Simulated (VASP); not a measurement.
Input of a VASP 6.6.1 run:

File INCAR:

```
SYSTEM = Al2Cu
PREC     = Accurate       ! precision mode
ENCUT    = 520            ! plane-wave cutoff, eV
EDIFF    = 1E-6           ! SCF threshold, eV
ISMEAR   = -1             ! smearing method
SIGMA    = 0.05           ! smearing width, eV
LREAL    = .FALSE.        ! projectors in reciprocal space
LASPH    = .TRUE.         ! aspherical terms in the spheres
NELM     = 80             ! most SCF steps
ALGO     = Normal         ! electronic algorithm
ISIF     = 2              ! what is computed and relaxed
LWAVE    = .FALSE.        ! write WAVECAR
LCHARG   = .FALSE.        ! write CHGCAR
GGA      = PS             ! functional
NBANDS   = 26             ! bands
```

The input KPOINTS:

```
Automatic mesh
0
G
  6 6 6
  0 0 0
```

POSCAR

```
Al2Cu
1.0
   -2.9728300000      2.9728300000      2.4385000000
    2.9728300000     -2.9728300000      2.4385000000
    3.0941700000      3.0941700000     -2.4385000000
Cu Al
2 4
Direct
    0.2500000000      0.2500000000      0.0000000000
    0.7500000000      0.7500000000      0.0000000000
    0.3419000000      0.1581000000      0.5000000000
    0.8419000000      0.3419000000      0.1838000000
    0.6581000000      0.8419000000      0.5000000000
    0.1581000000      0.6581000000      0.8162000000
```

Potentials or basis: VASP PAW PBE potentials, release 64 (Cu, Al).

Run with:

```console
$ cat potpaw_PBE.64/Cu/POTCAR potpaw_PBE.64/Al/POTCAR > POTCAR
$ mpirun -np 1 vasp_std > vasp.out
```

(1) Estimate the band gap on the k mesh.

(2) What does it give for the largest force?

Answers

(1) zero (band 17 reaches 10.31 eV, above the bottom of band 18 at 6.37 eV).

(2) 0.242 eV/Å.

Caveat: the PAW data sets were made with another functional, which shifts forces and pressure a little.
